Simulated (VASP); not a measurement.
# Nb (Fm-3m) in VASP: a series of runs

Nb is run at these levels: LDA+U; tasks: single point.

Program: VASP 6.6.1. These are calculated values, not measurements. Logs are shortened: lines on timing, memory, paths and dates and some standing lists are left out, and cuts for length are marked.

## (1) The cell of the first run

Symmetry: Fm-3m, No. 225, cubic system. The conventional cell has a = 4.058 Å, b = 4.058 Å, c = 4.058 Å, α = 90.00°, β = 90.00°, γ = 90.00°. Nb (site symmetry m-3m) has 12 Nb at 2.87 Å within 3.8 Å.

## (2) Single point, LDA+U

INCAR reads:

```
SYSTEM = Nb
PREC = Accurate ; ENCUT = 520
EDIFF = 1E-7 ; ISMEAR = -1
SIGMA = 0.05 ; LREAL = .False.
LASPH = .True. ; NELM = 150
ALGO = Fast ; ISIF = 2
LWAVE = .False. ; LCHARG = .False.
LMAXMIX = 4 ; LDAU = .True.
LDAUTYPE = 2 ; LDAUL = 2
LDAUU = 2 ; LDAUJ = 0
LDAUPRINT = 1 ; NBANDS = 12
```

KPOINTS reads:

```
regular mesh
0
Gamma
  11 11 11
  0 0 0
```

POSCAR reads:

```
Nb
1.0
    0.0000000000      2.0292243194      2.0292243194
    2.0292243194      0.0000000000      2.0292243194
    2.0292243194      2.0292243194      0.0000000000
Nb
1
Direct
    0.0000000000      0.0000000000      0.0000000000
```

Potentials or basis: VASP PAW LDA potentials, release 64 (Nb_sv).

Run with:

```sh
cat potpaw_LDA.64/Nb_sv/POTCAR > POTCAR
mpirun -np 1 vasp_std > vasp.out
```

OUTCAR:

```text
SYSTEM = Nb
   PREC = Accurate
   ENCUT = 520
   EDIFF = 1E-7
   ISMEAR = -1
   LREAL = .False.
   LASPH = .True.
   NELM = 150
   ISIF = 2

 ion  position               nearest neighbor table
   1  0.000  0.000  0.000-

  LATTYP: Found a face centered cubic cell.
 ALAT       =     4.0584486388

  Lattice vectors:

 A1 = (   0.0000000000,   2.0292243194,   2.0292243194)
 A2 = (   2.0292243194,   0.0000000000,   2.0292243194)
 A3 = (   2.0292243194,   2.0292243194,   0.0000000000)

Analysis of symmetry for initial positions (statically):
=====================================================================
 Subroutine PRICEL returns:
 Original cell was already a primitive cell.

 Routine SETGRP: Setting up the symmetry group for a
 face centered cubic supercell.

 Subroutine GETGRP returns: Found 48 space group operations
 (whereof 48 operations were pure point group operations)
 out of a pool of 48 trial point group operations.

The static configuration has the point symmetry O_h .

Analysis of symmetry for dynamics (positions and initial velocities):
=====================================================================
 Subroutine PRICEL returns:
 Original cell was already a primitive cell.

 Routine SETGRP: Setting up the symmetry group for a
 face centered cubic supercell.

 Subroutine GETGRP returns: Found 48 space group operations
 (whereof 48 operations were pure point group operations)
 out of a pool of 48 trial point group operations.

The dynamic configuration has the point symmetry O_h .

 Subroutine INISYM returns: Found 48 space group operations
 (whereof 48 operations are pure point group operations),
 and found     1 'primitive' translations

----------------------------------------------------------------------------------------

                                     Primitive cell

  volume of cell :      16.7117

  direct lattice vectors                    reciprocal lattice vectors
     0.000000000  2.029224319  2.029224319    -0.246399570  0.246399570  0.246399570
     2.029224319  0.000000000  2.029224319     0.246399570 -0.246399570  0.246399570
     2.029224319  2.029224319  0.000000000     0.246399570  0.246399570 -0.246399570

  length of vectors
     2.869756554  2.869756554  2.869756554     0.426776574  0.426776574  0.426776574

  position of ions in fractional coordinates (direct lattice)
     0.000000000  0.000000000  0.000000000

  ion indices of the primitive-cell ions
   primitive index   ion index
                 1           1

----------------------------------------------------------------------------------------

 KPOINTS: regular mesh

Automatic generation of k-mesh.
 Grid dimensions read from file:
 generate k-points for:   11   11   11

 Generating k-lattice:

  Cartesian coordinates                     Fractional coordinates (reciprocal lattice)
    -0.022399961  0.022399961  0.022399961     0.090909091  0.000000000  0.000000000
     0.022399961 -0.022399961  0.022399961     0.000000000  0.090909091  0.000000000
     0.022399961  0.022399961 -0.022399961     0.000000000  0.000000000  0.090909091

  Length of vectors
     0.038797870  0.038797870  0.038797870

  Shift w.r.t. Gamma in fractional coordinates (k-lattice)
     0.000000000  0.000000000  0.000000000

 Subroutine IBZKPT returns following result:
 ===========================================

 Found     56 irreducible k-points:

 Following reciprocal coordinates:
            Coordinates               Weight
  0.000000  0.000000  0.000000      1.000000
  0.090909  0.000000  0.000000      8.000000
  0.181818  0.000000  0.000000      8.000000
  0.272727  0.000000  0.000000      8.000000
[... 37 lines left out ...]
   ENCUT  =  520.0 eV  38.22 Ry    6.18 a.u.   5.34  5.34  5.34*2*pi/ulx,y,z
   NELM   =    150;   NELMIN=  2; NELMDL= -5     # of ELM steps
   EDIFF  = 0.1E-06   stopping-criterion for ELM
   LREAL  =      F    real-space projection
   EDIFFG = 0.1E-05   stopping-criterion for IOM
   NSW    =      0    number of steps for IOM
   IBRION =     -1    ionic relax: 0-MD 1-quasi-New 2-CG
   NFREE  =      0    steps in history (QN), initial steepest desc. (CG)
   ISIF   =      2    stress and relaxation
   ISYM   =      2    0-nonsym 1-usesym 2-fastsym
   POTIM  = 0.5000    time-step for ionic-motion
   TEBEG  =    0.0;   TEEND  =   0.0 temperature during run
   PSTRESS=    0.0 pullay stress
   NELECT =      13.0000    total number of electrons
   NUPDOWN=      -1.0000    fix difference up-down
   EMIN   =  10.00;   EMAX   =-10.00  energy-range for DOS
   EFERMI =   0.00;   METHOD = LEGACY
   ISMEAR =    -1;   SIGMA  =   0.05  broadening in eV -4-tet -1-fermi 0-gaus
   EFERMI_NEDOS =   21; number of points for ismear=-14 and -15
   IALGO  =     68    algorithm
   IMIX   =      4    mixing-type and parameters
     AMIX     =   0.40;   BMIX     =  1.00
     AMIX_MAG =   1.60;   BMIX_MAG =  1.00
  volume/ion in A,a.u.               =      16.71       112.78
  Fermi-wavevector in a.u.,A,eV,Ry     =   1.505622  2.845213 30.843006  2.266897
  Thomas-Fermi vector in A             =   2.616446
   LORBIT       =      0    0 simple, 1 ext, 2 COOP (PROOUT), +10 PAW based schemes
 LDA+U is selected, type is set to LDAUTYPE =  2
   angular momentum for each species LDAUL =     2
   U (eV)           for each species LDAUU =   2.0
   J (eV)           for each species LDAUJ =   0.0
   GGA     = CA    functional components
   LHFCALC =     F    Hartree Fock is set to
   AEXX    =    0.0000 exact exchange contribution
   IVDW    =     0    specifies the selected vdW correction
   LEPSILON=     F    determine dielectric tensor
   LRPA    =     F    only Hartree local field effects (RPA)
 non-spin polarized calculation
 RMM-DIIS sequential band-by-band and
  energy-cutoff  :      520.00
  volume of cell :       16.71
 maximum number of plane-waves:       462
 NGX is ok and might be reduce to    24
   NGX = 11   NGY = 11   NGZ = 11

atom =   1  type =  1  l = 2

 onsite density matrix

spin component  1

  0.2742 -0.0000  0.0000  0.0000 -0.0000
 -0.0000  0.2742 -0.0000  0.0000 -0.0000
  0.0000 -0.0000  0.2031 -0.0000 -0.0000
  0.0000  0.0000 -0.0000  0.2742  0.0000
 -0.0000 -0.0000 -0.0000  0.0000  0.2031

spin component  2

  0.2742 -0.0000  0.0000  0.0000 -0.0000
 -0.0000  0.2742 -0.0000  0.0000 -0.0000
  0.0000 -0.0000  0.2031 -0.0000 -0.0000
  0.0000  0.0000 -0.0000  0.2742  0.0000
 -0.0000 -0.0000 -0.0000  0.0000  0.2031

 occupancies and eigenvectors

  o =  0.2031  v =  0.0000 -0.0000 -0.0547 -0.0000 -0.9985  0.0000  0.0000  0.0000  0.0000  0.0000      0.0000  0.0000  0.0000  0.0000  0.0000  0.0000  0.0000  0.0000  0.0000  0.0000
  o =  0.2031  v =  0.0000  0.0000  0.0000  0.0000  0.0000  0.0000 -0.0000 -0.0547 -0.0000 -0.9985      0.0000  0.0000  0.0000  0.0000  0.0000  0.0000  0.0000  0.0000  0.0000  0.0000
  o =  0.2031  v =  0.0000 -0.0000 -0.9985 -0.0000  0.0547  0.0000  0.0000  0.0000  0.0000  0.0000      0.0000  0.0000  0.0000  0.0000  0.0000  0.0000  0.0000  0.0000  0.0000  0.0000
  o =  0.2031  v =  0.0000  0.0000  0.0000  0.0000  0.0000  0.0000 -0.0000 -0.9985 -0.0000  0.0547      0.0000  0.0000  0.0000  0.0000  0.0000  0.0000  0.0000  0.0000  0.0000  0.0000
  o =  0.2742  v =  0.0000 -0.1916  0.0000 -0.9815  0.0000  0.0000  0.0000  0.0000  0.0000  0.0000      0.0000  0.0000  0.0000  0.0000  0.0000  0.0000  0.0000  0.0000  0.0000  0.0000
  o =  0.2742  v =  0.0000  0.0000  0.0000  0.0000  0.0000  0.0000 -0.1916  0.0000 -0.9815  0.0000      0.0000  0.0000  0.0000  0.0000  0.0000  0.0000  0.0000  0.0000  0.0000  0.0000
  o =  0.2742  v =  0.0000  0.0000  0.0000  0.0000  0.0000  0.0000  0.9815 -0.0000 -0.1916  0.0000      0.0000  0.0000  0.0000  0.0000  0.0000  0.0000  0.0000  0.0000  0.0000  0.0000
  o =  0.2742  v =  0.0000  0.9815 -0.0000 -0.1916  0.0000  0.0000  0.0000  0.0000  0.0000  0.0000      0.0000  0.0000  0.0000  0.0000  0.0000  0.0000  0.0000  0.0000  0.0000  0.0000
  o =  0.2742  v =  1.0000  0.0000  0.0000  0.0000  0.0000  0.0000  0.0000  0.0000  0.0000  0.0000      0.0000  0.0000  0.0000  0.0000  0.0000  0.0000  0.0000  0.0000  0.0000  0.0000
  o =  0.2742  v =  0.0000  0.0000  0.0000  0.0000  0.0000  1.0000  0.0000  0.0000  0.0000  0.0000      0.0000  0.0000  0.0000  0.0000  0.0000  0.0000  0.0000  0.0000  0.0000  0.0000

 number of electron      13.0000000 magnetization

 Free energy of the ion-electron system (eV)
  ---------------------------------------------------
  ext. energy  EPLUGINS =         0.00000000
  ---------------------------------------------------
  free energy    TOTEN  =        -8.98138153 eV

  energy without entropy =       -8.97103940  energy(sigma->0) =       -8.97621046

 E-fermi :  12.7341     XC(G=0): -13.1203

 val. band max:       12.7261164364   @ k =  -0.3636   0.4545   0.1818
 cond. band min:      12.7655159943   @ k =   0.0000   0.0000   0.0000
 fundamental gap:      0.0393995579
 Fermi energy:        12.7340960946

 k-point     1 :       0.0000    0.0000    0.0000
  band No.  band energies     occupation
      1     -42.0199      2.00000
      2     -17.2884      2.00000
      3     -17.2884      2.00000
      4     -17.2884      2.00000
      5       5.9983      2.00000
      6      12.7655      0.69575
      7      12.7655      0.69575
      8      12.7655      0.69575
      9      15.9462      0.00000
     10      15.9462      0.00000
     11      24.4336      0.00000
     12      29.6751      0.00000
[... 331 lines left out ...]
 k-point    24 :      -0.1818    0.1818    0.0000
  band No.  band energies     occupation
      1     -41.8131      2.00000
      2     -18.2610      2.00000
      3     -17.6934      2.00000
      4     -17.3968      2.00000
      5       8.8893      2.00000
      6      11.2592      2.00000
      7      12.6824      1.47563
      8      14.2710      0.00000
      9      14.2946      0.00000
     10      17.8489      0.00000
     11      26.7398      0.00000
     12      29.4596      0.00000

 [... further k-points ...]

------------------------ aborting loop because EDIFF is reached ----------------------------------------

  FORCE on cell =-STRESS in cart. coord.  units (eV):
  Direction    XX          YY          ZZ          XY          YZ          ZX
  --------------------------------------------------------------------------------------
  -------------------------------------------------------------------------------------
  Total        1.9320219      1.9320219      1.9320219      0.0000000     -0.0000000      0.0000000
  in kB      185.2262166    185.2262166    185.2262166      0.0000000     -0.0000000      0.0000000
  external PRESSURE =     185.2262166 kB  Pullay stress =       0.0000000 kB

 VOLUME and BASIS-vectors are now :
 -----------------------------------------------------------------------------
  energy-cutoff  :      520.00
  volume of cell :       16.71
      direct lattice vectors                 reciprocal lattice vectors
     0.000000000  2.029224319  2.029224319    -0.246399570  0.246399570  0.246399570
     2.029224319  0.000000000  2.029224319     0.246399570 -0.246399570  0.246399570
     2.029224319  2.029224319  0.000000000     0.246399570  0.246399570 -0.246399570

 POSITION                                       TOTAL-FORCE (eV/Angst)
 -----------------------------------------------------------------------------------
      0.00000      0.00000      0.00000         0.000000     -0.000000      0.000000
 -----------------------------------------------------------------------------------
    total drift:                               -0.000000      0.000000      0.000000

  FREE ENERGIE OF THE ION-ELECTRON SYSTEM (eV)
  ---------------------------------------------------
  free  energy   TOTEN  =        -8.9813815259 eV

  energy  without entropy=       -8.9710394029  energy(sigma->0) =       -8.97621046
```

Run time: 26 s. Hardware: 1 thread of Intel Xeon Platinum 8259CL at 2.50GHz (Skylake/Cascade Lake), shared host; peak memory 0.13 GiB.

Results:

```yaml
Free_energy: -8.9814 eV
Pressure: 18.5 GPa
```

Eigenvalues of the final occupation matrices:
```csv
site,spin,trace,eigenvalues
site 1 d,1,1.23,0.20 0.20 0.27 0.27 0.27
site 1 d,2,1.23,0.20 0.20 0.27 0.27 0.27
```

Caveat: U without spin polarisation on a metal has little footing; the U is typed as a test and isn't derived for this compound.

## (3) Single point, LDA+U

This run uses another cell than the first one, of 17.06 Å³/atom, 1.021 times its volume.

INCAR reads:

```
SYSTEM = Nb
PREC = Accurate
ENCUT = 520
EDIFF = 1E-6
ISMEAR = -1
SIGMA = 0.05
LREAL = .False.
LASPH = .True.
NELM = 150
ALGO = Fast
ISIF = 2
LWAVE = .False.
LCHARG = .False.
LMAXMIX = 4
LDAU = .True.
LDAUTYPE = 2
LDAUL = 2
LDAUU = 2
LDAUJ = 0
LDAUPRINT = 1
NBANDS = 12
```

KPOINTS is that of step 2.

POSCAR reads:

```
Nb
1.0
    0.0000000000      2.0432194121      2.0432194121
    2.0432194121      0.0000000000      2.0432194121
    2.0432194121      2.0432194121      0.0000000000
Nb
1
Direct
    0.0000000000      0.0000000000      0.0000000000
```

Potentials or basis: VASP PAW LDA potentials, release 64 (Nb_sv).

Run with:

```sh
cat potpaw_LDA.64/Nb_sv/POTCAR > POTCAR
mpirun -np 1 vasp_std > vasp.out
```

Wall time 22 s (1 thread of Intel Xeon Platinum 8259CL at 2.50GHz (Skylake/Cascade Lake), shared host); peak memory 0.13 GiB.

Results (log left out):

| Item | Value |
| --- | --- |
| Free energy | -9.0168 eV |
| Pressure | 13.6 GPa |

Levels at points of the mesh, in eV from the Fermi level:
| k point | band 4 | band 5 | band 6 | band 7 | band 8 | band 9 |
| --- | --- | --- | --- | --- | --- | --- |
| (0.00, 0.00, 0.00) | -30.09 | -6.70 | 0.05 | 0.05 | 0.05 | 3.15 |

Eigenvalues of the final occupation matrices:
```tsv
site	spin	trace	eigenvalues
site 1 d	1	1.21	0.20 0.20 0.27 0.27 0.27
site 1 d	2	1.21	0.20 0.20 0.27 0.27 0.27
```

Caveat: U without spin polarisation on a metal has little footing; the U is typed as a test and isn't derived for this compound.
